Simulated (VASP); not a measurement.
**CuI: single point with r2SCAN**

CuI:

```
Cu I
1.0
     0.00000    3.01204    3.01204
     3.01204    0.00000    3.01204
     3.01204    3.01204    0.00000
Cu I
1 1
Cartesian
  1.5060 1.5060 1.5060
  0.0000 0.0000 0.0000
```

```json
{"Program": "VASP 6.6.1", "Task": "single point", "Functional": "r2SCAN", "Potentials or basis": "VASP PAW PBE potentials, release 64 (Cu, I)", "Cutoff": "520 eV", "k mesh": "6 × 6 × 6", "Occupations": "fermi-dirac, width 0.02 eV", "Spin": "no spin polarisation", "Dipole correction": "no", "Further INCAR settings": "ALGO = Normal; EDIFF = 1e-06; NBANDS = 16"}
```

* Pressure: -0.1 GPa
* Band gap on the k mesh: 1.67 eV

Levels at points of the mesh, in eV from the valence-band top:
```csv
k point,band 7,band 8,band 9,band 10,band 11,band 12
"(0.00, 0.00, 0.00)",0.00,0.00,0.00,1.67,5.22,5.22
"(0.50, 0.00, 0.00)",-1.85,-0.74,-0.74,2.57,5.73,5.73
"(0.50, 0.50, 0.00)",-1.82,-1.57,-1.57,2.90,3.17,9.94
```

Wall time 20 s on 1 thread of Intel(R) Xeon(R) 6975P-C (Granite Rapids), on a shared host, peak memory 0.18 GiB.

Caveat: the PAW data sets were made with another functional, which shifts forces and pressure a little; spin-orbit coupling is left out, which moves the levels of the heavy elements. r2SCAN opens gaps a little over a GGA but as a rule still falls short of measured ones.
